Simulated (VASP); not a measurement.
# RbBr in VASP: settings compared

Aim: see how the results for RbBr move with the level of theory and the settings. Levels: HSE06, PBE. Tasks: single point.

Everything below comes from runs of VASP 6.6.1. Logs are shortened: lines on timing, memory, paths and dates and some standing lists are left out, and cuts for length are marked.

## 1. The cell of the first run

Symmetry: Fm-3m, No. 225, cubic system. The conventional cell has a = 7.017 Å, b = 7.017 Å, c = 7.017 Å, α = 90.00°, β = 90.00°, γ = 90.00°. Within 4.6 Å of Rb (site symmetry m-3m) lie 6 Br at 3.51 Å. Br (site symmetry m-3m) has 6 Rb at 3.51 Å within 4.6 Å.

## 2. Single point, HSE06

POSCAR reads:

```
RbBr
1.0
    0.0000000000      3.5083429181      3.5083429181
    3.5083429181      0.0000000000      3.5083429181
    3.5083429181      3.5083429181      0.0000000000
Rb Br
1 1
Direct
    0.5000000000      0.5000000000      0.5000000000
    0.0000000000      0.0000000000      0.0000000000
```

INCAR.step1 reads:

```
SYSTEM = RbBr
PREC = Accurate
ENCUT = 520
EDIFF = 1E-5
ISMEAR = 0
SIGMA = 0.05
LREAL = .FALSE.
LASPH = .TRUE.
NELM = 100
ALGO = Normal
ISIF = 2
LWAVE = .TRUE.
LCHARG = .FALSE.
NBANDS = 15
GGA = PE
```

INCAR.step2 reads:

```
SYSTEM = RbBr
PREC = Accurate
ENCUT = 520
EDIFF = 1E-6
ISMEAR = 0
SIGMA = 0.05
LREAL = .FALSE.
LASPH = .TRUE.
NELM = 100
ALGO = Normal
ISIF = 2
LWAVE = .FALSE.
LCHARG = .FALSE.
GGA = PE
LHFCALC = .TRUE.
HFSCREEN = 0.2079
PRECFOCK = Normal
NBANDS = 15
ISTART = 1
```

KPOINTS reads:

```
regular mesh
0
G
  4 4 4
  0 0 0
```

Potentials or basis: VASP PAW PBE potentials, release 64 (Rb_sv, Br).

Command:

```console
> cat potpaw_PBE.64/Rb_sv/POTCAR potpaw_PBE.64/Br/POTCAR > POTCAR
> cp INCAR.step1 INCAR
> mpirun -np 1 vasp_std > vasp.out
> cp INCAR.step2 INCAR
> mpirun -np 1 vasp_std > vasp.out
```

OUTCAR:

```text
SYSTEM = RbBr
   PREC = Accurate
   ENCUT = 520
   EDIFF = 1E-6
   ISMEAR = 0
   LREAL = .FALSE.
   LASPH = .TRUE.
   NELM = 100
   ISIF = 2
   GGA = PE
   LHFCALC = .TRUE.
   HFSCREEN = 0.2079
   PRECFOCK = Normal
   ISTART = 1

 ion  position               nearest neighbor table
   1  0.500  0.500  0.500-   2 3.51   2 3.51   2 3.51   2 3.51   2 3.51   2 3.51
   2  0.000  0.000  0.000-   1 3.51   1 3.51   1 3.51   1 3.51   1 3.51   1 3.51

  LATTYP: Found a face centered cubic cell.
 ALAT       =     7.0166858362

  Lattice vectors:

 A1 = (   0.0000000000,   3.5083429181,   3.5083429181)
 A2 = (   3.5083429181,   0.0000000000,   3.5083429181)
 A3 = (   3.5083429181,   3.5083429181,   0.0000000000)

Analysis of symmetry for initial positions (statically):
=====================================================================
 Subroutine PRICEL returns:
 Original cell was already a primitive cell.

 Routine SETGRP: Setting up the symmetry group for a
 face centered cubic supercell.

 Subroutine GETGRP returns: Found 48 space group operations
 (whereof 48 operations were pure point group operations)
 out of a pool of 48 trial point group operations.

The static configuration has the point symmetry O_h .

Analysis of symmetry for dynamics (positions and initial velocities):
=====================================================================
 Subroutine PRICEL returns:
 Original cell was already a primitive cell.

 Routine SETGRP: Setting up the symmetry group for a
 face centered cubic supercell.

 Subroutine GETGRP returns: Found 48 space group operations
 (whereof 48 operations were pure point group operations)
 out of a pool of 48 trial point group operations.

The dynamic configuration has the point symmetry O_h .

 Subroutine INISYM returns: Found 48 space group operations
 (whereof 48 operations are pure point group operations),
 and found     1 'primitive' translations

----------------------------------------------------------------------------------------

                                     Primitive cell

  volume of cell :      86.3647

  direct lattice vectors                    reciprocal lattice vectors
     0.000000000  3.508342918  3.508342918    -0.142517425  0.142517425  0.142517425
     3.508342918  0.000000000  3.508342918     0.142517425 -0.142517425  0.142517425
     3.508342918  3.508342918  0.000000000     0.142517425  0.142517425 -0.142517425

  length of vectors
     4.961546136  4.961546136  4.961546136     0.246847422  0.246847422  0.246847422

  position of ions in fractional coordinates (direct lattice)
     0.500000000  0.500000000  0.500000000
     0.000000000  0.000000000  0.000000000

  ion indices of the primitive-cell ions
   primitive index   ion index
                 1           1
                 2           2

----------------------------------------------------------------------------------------

 KPOINTS: regular mesh

Automatic generation of k-mesh.
 Grid dimensions read from file:
 generate k-points for:    4    4    4

 Generating k-lattice:

  Cartesian coordinates                     Fractional coordinates (reciprocal lattice)
    -0.035629356  0.035629356  0.035629356     0.250000000  0.000000000  0.000000000
     0.035629356 -0.035629356  0.035629356     0.000000000  0.250000000  0.000000000
     0.035629356  0.035629356 -0.035629356     0.000000000  0.000000000  0.250000000

  Length of vectors
     0.061711855  0.061711855  0.061711855

  Shift w.r.t. Gamma in fractional coordinates (k-lattice)
     0.000000000  0.000000000  0.000000000

 Subroutine IBZKPT returns following result:
 ===========================================

 Found      8 irreducible k-points:

 Following reciprocal coordinates:
            Coordinates               Weight
  0.000000  0.000000  0.000000      1.000000
  0.250000  0.000000  0.000000      8.000000
  0.500000  0.000000  0.000000      4.000000
  0.250000  0.250000  0.000000      6.000000
  0.500000  0.250000  0.000000     24.000000
 -0.250000  0.250000  0.000000     12.000000
  0.500000  0.500000  0.000000      3.000000
 -0.250000  0.500000  0.250000      6.000000
   k-points           NKPTS =      8   k-points in BZ     NKDIM =     64   number of bands    NBANDS=     15
   number of dos      NEDOS =    301   number of ions     NIONS =      2
   total plane-waves  NPLWV =  64000
   dimension x,y,z NGX =    40 NGY =   40 NGZ =   40
   dimension x,y,z NGXF=    80 NGYF=   80 NGZF=   80
   ions per type =               1   1
   NGX,Y,Z   is equivalent  to a cutoff of  13.40, 13.40, 13.40 a.u.
   NGXF,Y,Z  is equivalent  to a cutoff of  26.81, 26.81, 26.81 a.u.
 SYSTEM =  RbBr
   PREC   = accura    normal or accurate (medium, high low for compatibility)
   ISTART =      1    job   : 0-new  1-cont  2-samecut
   ICHARG =      0    charge: 1-file 2-atom 10-const
   ISPIN  =      1    spin polarized calculation?
   LNONCOLLINEAR =      F non collinear calculations
   LSORBIT =      F    spin-orbit coupling
   LASPH  =      T    aspherical Exc in radial PAW
   ENCUT  =  520.0 eV  38.22 Ry    6.18 a.u.   9.23  9.23  9.23*2*pi/ulx,y,z
   NELM   =    100;   NELMIN=  2; NELMDL=  0     # of ELM steps
   EDIFF  = 0.1E-05   stopping-criterion for ELM
   LREAL  =      F    real-space projection
   EDIFFG = 0.1E-04   stopping-criterion for IOM
   NSW    =      0    number of steps for IOM
   IBRION =     -1    ionic relax: 0-MD 1-quasi-New 2-CG
   NFREE  =      0    steps in history (QN), initial steepest desc. (CG)
   ISIF   =      2    stress and relaxation
   ISYM   =      3    0-nonsym 1-usesym 2-fastsym
   POTIM  = 0.5000    time-step for ionic-motion
   TEBEG  =    0.0;   TEEND  =   0.0 temperature during run
   PSTRESS=    0.0 pullay stress
   NELECT =      16.0000    total number of electrons
   NUPDOWN=      -1.0000    fix difference up-down
   EMIN   =  10.00;   EMAX   =-10.00  energy-range for DOS
   EFERMI =   0.00;   METHOD = LEGACY
   ISMEAR =     0;   SIGMA  =   0.05  broadening in eV -4-tet -1-fermi 0-gaus
   EFERMI_NEDOS =   21; number of points for ismear=-14 and -15
   IALGO  =     38    algorithm
   IMIX   =      1    mixing-type and parameters
     AMIX     =   0.40;   BMIX     =  1.00
     AMIX_MAG =   1.60;   BMIX_MAG =  1.00
  volume/ion in A,a.u.               =      43.18       291.41
  Fermi-wavevector in a.u.,A,eV,Ry     =   0.933260  1.763606 11.850331  0.870975
  Thomas-Fermi vector in A             =   2.059943
   LORBIT       =      0    0 simple, 1 ext, 2 COOP (PROOUT), +10 PAW based schemes
   GGA     = PE    functional components
   LHFCALC =     T    Hartree Fock is set to
   PRECFOCK=normal    Normal, Fast or Accurate (Low or Medium for compatibility)
   ENCUT4O =  -1.0   cutoff for four orbital integrals eV
   NKREDX  =     1    reduce k-point grid by
   NKREDY  =     1    reduce k-point grid by
   NKREDZ  =     1    reduce k-point grid by
   AEXX    =    0.2500 exact exchange contribution
   HFSCREEN=    0.2079 screening length (either q_TF or 0.3 A-1)
   HFSCREENC=   0.2079 screening length for correlation (either q_TF or 0.3 A-1)
   ENCUTFOCK=  -1.0 apply spherical cutoff to Coloumb kernel
   IVDW    =     0    specifies the selected vdW correction
   LEPSILON=     F    determine dielectric tensor
   LRPA    =     F    only Hartree local field effects (RPA)
 non-spin polarized calculation
 Gauss-broadening in eV      SIGMA  =   0.05
  energy-cutoff  :      520.00
  volume of cell :       86.36
 maximum number of plane-waves:      2346
 NGX is ok and might be reduce to    40
  NGX = 28; NGY = 28; NGZ = 28

 number of electron      15.9999999 magnetization

 Free energy of the ion-electron system (eV)
  ---------------------------------------------------
  ext. energy  EPLUGINS =         0.00000000
  ---------------------------------------------------
  free energy    TOTEN  =        -7.07352395 eV

  energy without entropy =       -7.07352395  energy(sigma->0) =       -7.07352395

 E-fermi :  -2.5767     XC(G=0):  -5.8572

 val. band max:       -2.8739963170   @ k =   0.0000   0.0000   0.0000
 cond. band min:       2.4609777955   @ k =   0.0000   0.0000   0.0000
 fundamental gap:      5.3349741125
 Fermi energy:        -2.5766656936

 k-point     1 :       0.0000    0.0000    0.0000
  band No.  band energies     occupation
      1     -29.1207      2.00000
      2     -16.0050      2.00000
      3     -12.0298      2.00000
      4     -12.0298      2.00000
      5     -12.0298      2.00000
      6      -2.8740      2.00000
      7      -2.8740      2.00000
      8      -2.8740      2.00000
      9       2.4610      0.00000
     10       5.6299      0.00000
     11       5.6299      0.00000
     12       5.6299      0.00000
     13       6.5587      0.00000
     14       6.5587      0.00000
     15       9.0492      0.00000

 k-point     2 :       0.2500    0.0000    0.0000
  band No.  band energies     occupation
      1     -29.1172      2.00000
      2     -16.0179      2.00000
      3     -12.0319      2.00000
      4     -12.0319      2.00000
      5     -12.0093      2.00000
      6      -3.3717      2.00000
      7      -3.0322      2.00000
      8      -3.0322      2.00000
      9       3.6660      0.00000
     10       5.4114      0.00000
     11       6.3351      0.00000
     12       6.3351      0.00000
     13       7.3660      0.00000
     14       7.3660      0.00000
     15      10.5491      0.00000

 k-point     3 :       0.5000    0.0000    0.0000
  band No.  band energies     occupation
      1     -29.1136      2.00000
      2     -16.0306      2.00000
      3     -12.0339      2.00000
      4     -12.0339      2.00000
      5     -11.9889      2.00000
      6      -3.7729      2.00000
      7      -3.1805      2.00000
      8      -3.1805      2.00000
      9       4.8880      0.00000
     10       5.8310      0.00000
     11       7.8018      0.00000
     12       7.8018      0.00000
     13       8.3260      0.00000
     14       8.3260      0.00000
     15       9.0148      0.00000

 k-point     4 :       0.2500    0.2500    0.0000
  band No.  band energies     occupation
      1     -29.1161      2.00000
      2     -16.0010      2.00000
      3     -12.0582      2.00000
      4     -12.0582      2.00000
      5     -12.0263      2.00000
      6      -3.4166      2.00000
      7      -2.9711      2.00000
      8      -2.9711      2.00000
      9       3.7946      0.00000
     10       4.5693      0.00000
     11       7.0130      0.00000
     12       7.0589      0.00000
     13       7.0589      0.00000
     14       7.7726      0.00000
     15      10.1469      0.00000

 k-point     5 :       0.5000    0.2500    0.0000
  band No.  band energies     occupation
      1     -29.1126      2.00000
      2     -15.9921      2.00000
      3     -12.0987      2.00000
      4     -12.0607      2.00000
      5     -12.0439      2.00000
      6      -3.4905      2.00000
      7      -3.1994      2.00000
      8      -3.1096      2.00000
      9       4.7101      0.00000
     10       5.4018      0.00000
     11       7.1182      0.00000
     12       7.5476      0.00000
     13       8.0071      0.00000
     14       8.4350      0.00000
     15       9.1473      0.00000

 k-point     6 :      -0.2500    0.2500    0.0000
  band No.  band energies     occupation
      1     -29.1137      2.00000
      2     -16.0093      2.00000
      3     -12.0939      2.00000
      4     -12.0344      2.00000
      5     -12.0043      2.00000
      6      -3.5754      2.00000
      7      -3.1680      2.00000
      8      -3.1143      2.00000
      9       4.8088      0.00000
     10       5.3942      0.00000
     11       6.9743      0.00000
     12       7.0175      0.00000
     13       7.6193      0.00000
     14       8.8665      0.00000
     15       9.2073      0.00000

 k-point     7 :       0.5000    0.5000    0.0000
  band No.  band energies     occupation
      1     -29.1116      2.00000
      2     -15.9527      2.00000
      3     -12.1738      2.00000
      4     -12.0872      2.00000
      5     -12.0872      2.00000
      6      -3.3513      2.00000
      7      -3.0383      2.00000
      8      -3.0383      2.00000
      9       3.9347      0.00000
     10       5.2654      0.00000
     11       7.1748      0.00000
     12       7.6137      0.00000
     13       7.7231      0.00000
     14       9.1900      0.00000
     15       9.1900      0.00000

 k-point     8 :      -0.2500    0.5000    0.2500
  band No.  band energies     occupation
      1     -29.1115      2.00000
      2     -15.9743      2.00000
      3     -12.1302      2.00000
      4     -12.1302      2.00000
      5     -12.0134      2.00000
      6      -3.3149      2.00000
      7      -3.2189      2.00000
      8      -3.2189      2.00000
      9       5.3130      0.00000
     10       5.3130      0.00000
     11       6.4082      0.00000
     12       6.8236      0.00000
     13       9.1653      0.00000
     14       9.2131      0.00000
     15       9.2347      0.00000

------------------------ aborting loop because EDIFF is reached ----------------------------------------

  FORCE on cell =-STRESS in cart. coord.  units (eV):
  Direction    XX          YY          ZZ          XY          YZ          ZX
  --------------------------------------------------------------------------------------
  -------------------------------------------------------------------------------------
  Total       -0.1126832     -0.1126832     -0.1126832      0.0000000      0.0000000     -0.0000000
  in kB       -2.0904198     -2.0904198     -2.0904198      0.0000000      0.0000000     -0.0000000
  external PRESSURE =      -2.0904198 kB  Pullay stress =       0.0000000 kB

 VOLUME and BASIS-vectors are now :
 -----------------------------------------------------------------------------
  energy-cutoff  :      520.00
  volume of cell :       86.36
      direct lattice vectors                 reciprocal lattice vectors
     0.000000000  3.508342918  3.508342918    -0.142517425  0.142517425  0.142517425
     3.508342918  0.000000000  3.508342918     0.142517425 -0.142517425  0.142517425
     3.508342918  3.508342918  0.000000000     0.142517425  0.142517425 -0.142517425

 POSITION                                       TOTAL-FORCE (eV/Angst)
 -----------------------------------------------------------------------------------
      3.50834      3.50834      3.50834        -0.000000      0.000000      0.000000
      0.00000      0.00000      0.00000         0.000000     -0.000000     -0.000000
 -----------------------------------------------------------------------------------
    total drift:                                0.000000      0.000000      0.000000

  FREE ENERGIE OF THE ION-ELECTRON SYSTEM (eV)
  ---------------------------------------------------
  free  energy   TOTEN  =        -7.0735239515 eV

  energy  without entropy=       -7.0735239515  energy(sigma->0) =       -7.07352395
```

Wall time 6.3 min (1 thread of Intel Xeon 6975P-C (Granite Rapids), shared host); peak memory 0.35 GiB.

What came out:

| Property | Result |
| --- | --- |
| Free energy | -7.0735 eV |
| Pressure | -0.2 GPa |
| Band gap on the k mesh | 5.33 eV |

Levels at points of the mesh, in eV from the valence-band top:
```tsv
k point	band 6	band 7	band 8	band 9	band 10	band 11
(0.00, 0.00, 0.00)	0.00	0.00	0.00	5.33	8.50	8.50
(0.50, 0.00, 0.00)	-0.90	-0.31	-0.31	7.76	8.71	10.68
(0.50, 0.50, 0.00)	-0.48	-0.16	-0.16	6.81	8.14	10.05
```

Caveat: the PAW data sets were made with another functional, which shifts forces and pressure a little.

## 3. Single point, PBE, non-collinear spin, zero start, spin-orbit coupling

INCAR reads:

```
PREC = Accurate
ENCUT = 520
EDIFF = 1E-6
ISMEAR = 0
SIGMA = 0.05
LREAL = F
LASPH = T
NELM = 150
ALGO = Normal
ISIF = 2
LWAVE = F
LCHARG = T
MAGMOM = 0 0 0 0 0 0
LORBIT = 11
LSORBIT = T
GGA_COMPAT = F
LORBMOM = T
GGA = PE
LVHAR = T
NBANDS = 28
```

KPOINTS reads:

```
Automatic mesh
0
Gamma
  8 8 8
```

POSCAR is that of step 2.

Potentials or basis: VASP PAW PBE potentials, release 64 (Rb_sv, Br).

Command:

```console
> cat potpaw_PBE.64/Rb_sv/POTCAR potpaw_PBE.64/Br/POTCAR > POTCAR
> mpirun -np 1 vasp_ncl > vasp.out
```

It took 2.8 min on 1 thread of Intel Xeon 6975P-C (Granite Rapids), shared host; peak memory 0.53 GiB.

Results (log left out):

* Free energy: -6.1678 eV
* Pressure: 0.0 GPa
* Net moment: 0.00 μB per cell
* Valence electrons inside the program's atomic spheres: Rb 7.31; Br 4.89

Moments on the atoms (μB; x, y, z):
```
Rb  0.00 0.00 0.00
Br  0.00 0.00 0.00
```

## 4. Single point, PBE (atoms moved at random and the cell strained at random)

INCAR reads:

```
PREC = Accurate
ENCUT = 520
EDIFF = 1E-7
ISMEAR = 0
SIGMA = 0.05
LREAL = F
LASPH = T
NELM = 100
ALGO = Normal
ISIF = 2
LWAVE = F
LCHARG = F
GGA = PE
NBANDS = 15
```

KPOINTS reads:

```
regular mesh
0
Gamma
  8 8 8
```

POSCAR reads:

```
RbBr
1.0
   -0.0104268822      3.5100537019      3.4940452496
    3.5273941664      0.0040634155      3.4795549519
    3.5211148003      3.4892840381      0.0103427816
Rb Br
1 1
Direct
    0.5018900408      0.5070292969      0.4907754176
   -0.0018900408     -0.0070292969      0.0092245824
```

Potentials or basis: VASP PAW PBE potentials, release 64 (Rb_sv, Br).

Command:

```console
> cat potpaw_PBE.64/Rb_sv/POTCAR potpaw_PBE.64/Br/POTCAR > POTCAR
> mpirun -np 1 vasp_std > vasp.out
```

OUTCAR:

```text
PREC = Accurate
   ENCUT = 520
   EDIFF = 1E-7
   ISMEAR = 0
   LREAL = F
   LASPH = T
   NELM = 100
   ISIF = 2
   GGA = PE

 ion  position               nearest neighbor table
   1  0.502  0.507  0.491-   2 3.42   2 3.45   2 3.52   2 3.54   2 3.55   2 3.55
   2  0.998  0.993  0.009-   1 3.42   1 3.45   1 3.52   1 3.54   1 3.55   1 3.55

  LATTYP: Found a triclinic cell.
 ALAT       =     4.9526697766
 B/A-ratio  =     1.4124378703
 C/A-ratio  =     1.0004257505
[... 625 lines left out ...]

------------------------ aborting loop because EDIFF is reached ----------------------------------------

  FORCE on cell =-STRESS in cart. coord.  units (eV):
  Direction    XX          YY          ZZ          XY          YZ          ZX
  --------------------------------------------------------------------------------------
  -------------------------------------------------------------------------------------
  Total       -0.0473746      0.0808110      0.1525518      0.0093945     -0.0102620      0.0043171
  in kB       -0.8830138      1.5062354      2.8434098      0.1751037     -0.1912724      0.0804666
  external PRESSURE =       1.1555438 kB  Pullay stress =       0.0000000 kB

 VOLUME and BASIS-vectors are now :
 -----------------------------------------------------------------------------
  energy-cutoff  :      520.00
  volume of cell :       85.96
      direct lattice vectors                 reciprocal lattice vectors
    -0.010426882  3.510053702  3.494045250    -0.141244055  0.142108611  0.143020017
     3.527394166  0.004063415  3.479554952     0.141410403 -0.143127858  0.144205613
     3.521114800  3.489284038  0.010342782     0.141920119  0.143803923 -0.144039265

 POSITION                                       TOTAL-FORCE (eV/Angst)
 -----------------------------------------------------------------------------------
      3.51134      3.47618      3.52294         0.011944      0.047611     -0.063338
      3.52467      3.53964      6.94263        -0.011944     -0.047611      0.063338
 -----------------------------------------------------------------------------------
    total drift:                                0.000014     -0.000061      0.000068

  FREE ENERGIE OF THE ION-ELECTRON SYSTEM (eV)
  ---------------------------------------------------
  free  energy   TOTEN  =        -6.1114633692 eV

  energy  without entropy=       -6.1114633692  energy(sigma->0) =       -6.11146337
```

Wall time 3.9 min (1 thread of Intel Xeon 6975P-C (Granite Rapids), shared host); peak memory 0.49 GiB.

What came out:

| Property | Result |
| --- | --- |
| Free energy | -6.1115 eV |
| Pressure | 0.1 GPa |
| Largest force | 0.080 eV/Å |
| Band gap on the k mesh | 4.19 eV |

Forces in eV/Å, atoms in the order of the input:
```
Rb   0.012  0.048 -0.063
Br  -0.012 -0.048  0.063
```

Caveat: the cell differs from its parent crystal (atoms moved at random and the cell strained at random).

(Part 1 of 2 ends here.)
